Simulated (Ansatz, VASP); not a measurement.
## Ag: VASP beside Ansatz

```xyz
2
Lattice="2.8670 0.0000 0.0000 -1.4335 2.4829 0.0000 0.0000 0.0000 4.8316" Properties=species:S:1:pos:R:3 pbc="T T T"
Ag    0.0000    1.6553    1.2079
Ag    1.4335    0.8276    3.6237
```

Change from the starting cell: strain along c alone, the other axes held, atoms relaxed: +3.0 %.

Alike in both runs: task single point; functional PBEsol; k mesh 24 × 24 × 12; occupations gaussian, width 0.1 eV; no spin polarisation.

|  | VASP | Ansatz |
| --- | --- | --- |
| version | VASP 6.6.1 | Ansatz 0.2.0 |
| potentials or method | VASP PAW PBE potentials, release 64 (Ag), cutoff 520 eV | scalar-relativistic, plane waves, PAW |
| valence electrons in the cell | 22 | 38 |

```tsv
	VASP	Ansatz	Ansatz less VASP
gap on the k mesh at the Fermi level (eV)	none	none	-
pressure (GPa)	-3.4	-3.2	+0.25
traceless stress, the component that is largest in VASP (GPa)	-1.72	-1.74	-0.017
```

VASP's potentials were made for PBE, not for PBEsol. A gap of «none» marks a metal or a gap that the smearing closes. The functional is the same, so the differences come from potentials, cutoffs and numerics. VASP's potentials hold 22 valence electrons a cell and Ansatz's 38, so a difference there can come from the potentials and not from the codes.
